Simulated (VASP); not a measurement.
# ZnSe (I-4m2) in VASP: further runs, part 2 of 2

VASP 6.6.1. Earlier steps stand in the parts before.

## Step 4: Electric field gradients, LDA (zz strain of -1 %)

File INCAR:

```
SYSTEM = ZnSe
PREC     = Accurate       ! precision mode
ENCUT    = 520            ! plane-wave cutoff, eV
EDIFF    = 1E-8           ! SCF threshold, eV
ISMEAR   = -1             ! smearing method
SIGMA    = 0.03           ! smearing width, eV
LREAL    = .FALSE.        ! projectors in reciprocal space
LASPH    = .TRUE.         ! aspherical terms in the spheres
NELM     = 60             ! most SCF steps
ALGO     = Normal         ! electronic algorithm
ISIF     = 2              ! what is computed and relaxed
LWAVE    = .FALSE.        ! write WAVECAR
LCHARG   = .FALSE.        ! write CHGCAR
LEFG     = .TRUE.       
NBANDS   = 16             ! bands
```

File KPOINTS:

```
regular mesh
0
G
  8 8 8
  0 0 0
```

File POSCAR:

```
ZnSe
1.0
    0.0000000000      2.8338000000      2.8054620000
    2.8338000000      0.0000000000      2.8054620000
    2.8338000000      2.8338000000      0.0000000000
Zn Se
1 1
Direct
    0.0000000000      0.0000000000      0.0000000000
    0.7500000000      0.7500000000      0.7500000000
```

Potentials or basis: VASP PAW LDA potentials, release 64 (Zn, Se).

The run is started by

```console
> cat potpaw_LDA.64/Zn/POTCAR potpaw_LDA.64/Se/POTCAR > POTCAR
> mpirun -np 1 vasp_std > vasp.out
```

OUTCAR:

```text
SYSTEM = ZnSe
   PREC = Accurate
   ENCUT = 520
   EDIFF = 1E-8
   ISMEAR = -1
   LREAL = .FALSE.
   LASPH = .TRUE.
   NELM = 60
   ISIF = 2

 ion  position               nearest neighbor table
   1  0.000  0.000  0.000-   2 2.45   2 2.45   2 2.45   2 2.45
   2  0.750  0.750  0.750-   1 2.45   1 2.45   1 2.45   1 2.45

  LATTYP: Found a body centered tetragonal cell.
 ALAT       =     4.0075983931
 C/A-ratio  =     1.4000714267

  Lattice vectors:

[... 668 lines left out ...]

  FREE ENERGIE OF THE ION-ELECTRON SYSTEM (eV)
  ---------------------------------------------------
  free  energy   TOTEN  =        -7.3579967953 eV

  energy  without entropy=       -7.3579967952  energy(sigma->0) =       -7.35799680

 Electric field gradients (V/A^2)
---------------------------------------------------------------------
 ion       V_xx      V_yy      V_zz      V_xy      V_xz      V_yz
---------------------------------------------------------------------
   1      -0.849    -0.849     1.697     0.002     0.003     0.003
   2       2.088     2.088    -4.177     0.000     0.000     0.000
---------------------------------------------------------------------

 Electric field gradients after diagonalization (V/A^2)
 (convention: |V_zz| > |V_xx| > |V_yy|)
----------------------------------------------------------------------
 ion       V_xx      V_yy      V_zz     asymmetry (V_yy - V_xx)/ V_zz
----------------------------------------------------------------------
   1      -0.850    -0.847     1.697       0.002
   2       2.088     2.088    -4.177       0.000
----------------------------------------------------------------------

           NMR quadrupolar parameters

 Cq : quadrupolar parameter    Cq=e*Q*V_zz/h
 eta: asymmetry parameters     (V_yy - V_xx)/ V_zz
 Q  : nuclear electric quadrupole moment in mb (millibarn)
----------------------------------------------------------------------
 ion       Cq(MHz)       eta       Q (mb)
----------------------------------------------------------------------
   1       0.004       0.002       1.000
   2      -0.010       0.000       1.000
----------------------------------------------------------------------
```

OSZICAR:

```text
N       E                     dE             d eps       ncg     rms          rms(c)
DAV:   1     0.854721246526E+02    0.85472E+02   -0.87792E+03  1888   0.130E+03
DAV:   2    -0.213219228227E+01   -0.87604E+02   -0.81905E+02  2160   0.253E+02
DAV:   3    -0.762016522942E+01   -0.54880E+01   -0.54658E+01  2304   0.617E+01
DAV:   4    -0.766532368698E+01   -0.45158E-01   -0.45155E-01  2352   0.596E+00
DAV:   5    -0.766555080560E+01   -0.22712E-03   -0.22712E-03  2408   0.382E-01    0.487E+00
DAV:   6    -0.738813671871E+01    0.27741E+00   -0.55199E-01  2800   0.247E+01    0.370E+00
DAV:   7    -0.736291776667E+01    0.25219E-01   -0.14447E-01  2400   0.366E+00    0.155E+00
DAV:   8    -0.735851906477E+01    0.43987E-02   -0.31840E-03  2816   0.729E-01    0.403E-01
DAV:   9    -0.735798565570E+01    0.53341E-03   -0.88431E-04  2272   0.241E-01    0.580E-02
DAV:  10    -0.735800291589E+01   -0.17260E-04   -0.10200E-04  2400   0.103E-01    0.167E-02
DAV:  11    -0.735799670055E+01    0.62153E-05   -0.13587E-05  2848   0.576E-02    0.394E-03
DAV:  12    -0.735799677062E+01   -0.70069E-07   -0.21186E-06  2144   0.998E-03    0.119E-03
DAV:  13    -0.735799679347E+01   -0.22856E-07   -0.61524E-08  2456   0.218E-03    0.391E-04
DAV:  14    -0.735799679533E+01   -0.18567E-08   -0.13852E-09  1360   0.516E-04
   1 F= -.73579968E+01 E0= -.73579968E+01  d E =-.821527E-10
```

stdout:

```text
POSCAR found type information on POSCAR ZnSe
 POSCAR found :  2 types and       2 ions
 scaLAPACK will be used
 LDA part: xc-table for (Slater(with rela. corr.)+CA(PZ))
 , standard interpolation
 POSCAR, INCAR and KPOINTS ok, starting setup
 FFT: planning ... GRIDC
 FFT: planning ... GRID_SOFT
 FFT: planning ... GRID
 WAVECAR not read
 entering main loop
ion   1

ion   2
```

It took 38 s on 1 thread of AMD EPYC 7R43 (Zen 3), shared host; peak memory 0.14 GiB.

Results:

```yaml
Free_energy: -7.3580 eV
Pressure: -2.5 GPa
Band_gap_on_the_k_mesh: 1.08 eV, direct
```

Stress tensor (GPa, compression positive):
```
-2.63  0.00  0.00
 0.00 -2.63  0.00
 0.00  0.00 -2.24
```

Electric field gradients, principal values (V/Å²):
```tsv
atom	least	middle	greatest (by size)
1 Zn	-0.847	-0.850	1.697
2 Se	2.088	2.088	-4.177
```

Caveat: the cell differs from its parent crystal (zz strain of -1 %); without QUAD_EFG the Cq values of the log hold for a quadrupole moment of 1 mb, not for the nuclei.

## Step 5: Electric field gradients, LDA (zz strain of +1 %)

File INCAR:

```
  PREC = Accurate
  ENCUT = 520
  EDIFF = 1E-8
  ISMEAR = -1
  SIGMA = 0.03
  LREAL = False
  LASPH = True
  NELM = 100
  ALGO = Normal
  ISIF = 2
  LWAVE = False
  LCHARG = False
  GGA = CA
  LEFG = True
  NBANDS = 16
```

File KPOINTS:

```
regular mesh
0
Gamma
  8 8 8
```

File POSCAR:

```
ZnSe
1.0
    0.0000000000      2.8338000000      2.8621380000
    2.8338000000      0.0000000000      2.8621380000
    2.8338000000      2.8338000000      0.0000000000
Zn Se
1 1
Direct
    0.0000000000      0.0000000000      0.0000000000
    0.7500000000      0.7500000000      0.7500000000
```

Potentials or basis: VASP PAW LDA potentials, release 64 (Zn, Se).

The run is started by

```console
> cat potpaw_LDA.64/Zn/POTCAR potpaw_LDA.64/Se/POTCAR > POTCAR
> mpirun -np 1 vasp_std > vasp.out
```

OUTCAR:

```text
PREC = Accurate
   ENCUT = 520
   EDIFF = 1E-8
   ISMEAR = -1
   LREAL = False
   LASPH = True
   NELM = 100
   ISIF = 2
   GGA = CA

 ion  position               nearest neighbor table
   1  0.000  0.000  0.000-   2 2.46   2 2.46   2 2.46   2 2.46
   2  0.750  0.750  0.750-   1 2.46   1 2.46   1 2.46   1 2.46

  LATTYP: Found a body centered tetragonal cell.
 ALAT       =     4.0075983931
 C/A-ratio  =     1.4283556980

  Lattice vectors:

 A1 = (  -2.8338000000,   0.0000000000,   2.8621380000)
 A2 = (   2.8338000000,   0.0000000000,   2.8621380000)
[... 668 lines left out ...]
  ---------------------------------------------------
  free  energy   TOTEN  =        -7.3404850783 eV

  energy  without entropy=       -7.3404850780  energy(sigma->0) =       -7.34048508

 Electric field gradients (V/A^2)
---------------------------------------------------------------------
 ion       V_xx      V_yy      V_zz      V_xy      V_xz      V_yz
---------------------------------------------------------------------
   1       0.820     0.820    -1.640     0.001     0.001     0.001
   2      -2.113    -2.113     4.227    -0.000    -0.000    -0.000
---------------------------------------------------------------------

 Electric field gradients after diagonalization (V/A^2)
 (convention: |V_zz| > |V_xx| > |V_yy|)
----------------------------------------------------------------------
 ion       V_xx      V_yy      V_zz     asymmetry (V_yy - V_xx)/ V_zz
----------------------------------------------------------------------
   1       0.822     0.819    -1.640       0.002
   2      -2.113    -2.113     4.227       0.000
----------------------------------------------------------------------

           NMR quadrupolar parameters

 Cq : quadrupolar parameter    Cq=e*Q*V_zz/h
 eta: asymmetry parameters     (V_yy - V_xx)/ V_zz
 Q  : nuclear electric quadrupole moment in mb (millibarn)
----------------------------------------------------------------------
 ion       Cq(MHz)       eta       Q (mb)
----------------------------------------------------------------------
   1      -0.004       0.002       1.000
   2       0.010       0.000       1.000
----------------------------------------------------------------------
```

OSZICAR:

```text
N       E                     dE             d eps       ncg     rms          rms(c)
DAV:   1     0.858685849130E+02    0.85869E+02   -0.86458E+03  1888   0.127E+03
DAV:   2    -0.207898947588E+01   -0.87948E+02   -0.82596E+02  2120   0.251E+02
DAV:   3    -0.759969469881E+01   -0.55207E+01   -0.54984E+01  2304   0.614E+01
DAV:   4    -0.764666583495E+01   -0.46971E-01   -0.46964E-01  2376   0.602E+00
DAV:   5    -0.764690380525E+01   -0.23797E-03   -0.23797E-03  2344   0.385E-01    0.469E+00
DAV:   6    -0.737000736076E+01    0.27690E+00   -0.55077E-01  2808   0.243E+01    0.358E+00
DAV:   7    -0.734535202414E+01    0.24655E-01   -0.13984E-01  2328   0.358E+00    0.150E+00
DAV:   8    -0.734099955453E+01    0.43525E-02   -0.31073E-03  2872   0.694E-01    0.393E-01
DAV:   9    -0.734047315525E+01    0.52640E-03   -0.87037E-04  2208   0.238E-01    0.585E-02
DAV:  10    -0.734048951448E+01   -0.16359E-04   -0.89706E-05  2432   0.969E-02    0.153E-02
DAV:  11    -0.734048496838E+01    0.45461E-05   -0.10804E-05  2768   0.540E-02    0.365E-03
DAV:  12    -0.734048505982E+01   -0.91444E-07   -0.18536E-06  2256   0.914E-03    0.121E-03
DAV:  13    -0.734048507660E+01   -0.16777E-07   -0.60153E-08  2376   0.273E-03    0.374E-04
DAV:  14    -0.734048507827E+01   -0.16748E-08   -0.20641E-09  1488   0.564E-04
   1 F= -.73404851E+01 E0= -.73404851E+01  d E =-.293848E-09
```

It took 22 s on 1 thread of AMD EPYC 9R45 (Zen 5), shared host; peak memory 0.14 GiB.

Results:

- Free energy: -7.3405 eV
- Pressure: -3.6 GPa
- Band gap on the k mesh: 1.02 eV, direct

Electric field gradients, principal values (V/Å²):
```csv
atom,least,middle,greatest (by size)
1 Zn,0.819,0.822,-1.640
2 Se,-2.113,-2.113,4.227
```

Caveat: the cell differs from its parent crystal (zz strain of +1 %); without QUAD_EFG the Cq values of the log hold for a quadrupole moment of 1 mb, not for the nuclei.

## Step 6: Overview

| cell | gap on the mesh (eV) | pressure (GPa) |
| --- | --- | --- |
| a = 3.968, b = 3.968, c = 4.008 Å, angles 59.7, 59.7, 60.7°, 2 atoms | 1.10 | -1.9 |
| a = 3.988, b = 3.988, c = 4.008 Å, angles 59.8, 59.8, 60.3°, 2 atoms | 1.08 | -2.5 |
| a = 4.028, b = 4.028, c = 4.008 Å, angles 60.2, 60.2, 59.7°, 2 atoms | 1.02 | -3.6 |

Alike in all rows: task electric field gradients; level LDA; potentials or basis VASP PAW LDA potentials, release 64 (Zn, Se); no spin polarisation; k mesh 8 × 8 × 8; cutoff (eV) 520; smearing fermi-dirac 0.03 eV.

Absolute energies hang on the potentials; compare differences alone.
